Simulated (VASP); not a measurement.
AgPdI3O9, 28 atoms in the cell. The typed cell holds 28 atoms: a = 7.623 Å, b = 8.361 Å, c = 8.963 Å, α = 62.87°, β = 76.42°, γ = 82.23°. 

| Quantity | Value |
| --- | --- |
| Program | VASP 6.6.1 |
| Task | single point |
| Functional | PBEsol |
| Potentials or basis | VASP PAW PBE potentials, release 64 (Ag, Pd, I, O) |
| Cutoff | 520 eV |
| k mesh | 2 × 2 × 2 |
| Occupations | fermi-dirac, width 0.05 eV |
| Spin | no spin polarisation |
| Dipole correction | no |
| Further INCAR settings | LREAL = Auto; ALGO = Normal; EDIFF = 1e-07; NBANDS = 116 |

Potentials or basis: VASP PAW PBE potentials, release 64 (Ag, Pd, I, O).

Run with:

```sh
$ cat potpaw_PBE.64/Ag/POTCAR potpaw_PBE.64/Pd/POTCAR potpaw_PBE.64/I/POTCAR potpaw_PBE.64/O/POTCAR > POTCAR
$ mpirun -np 1 vasp_std > vasp.out
```

Hardware: 1 thread of Intel(R) Xeon(R) Platinum 8259CL CPU @ 2.50GHz (Skylake/Cascade Lake), with other jobs on the host.

Q: Estimate the wall time of this run.

A: Run time: 19 min on 1 thread of Intel(R) Xeon(R) Platinum 8259CL CPU @ 2.50GHz (Skylake/Cascade Lake) (shared host), peak memory 0.75 GiB. Counts: scf iterations 23, k points 8.
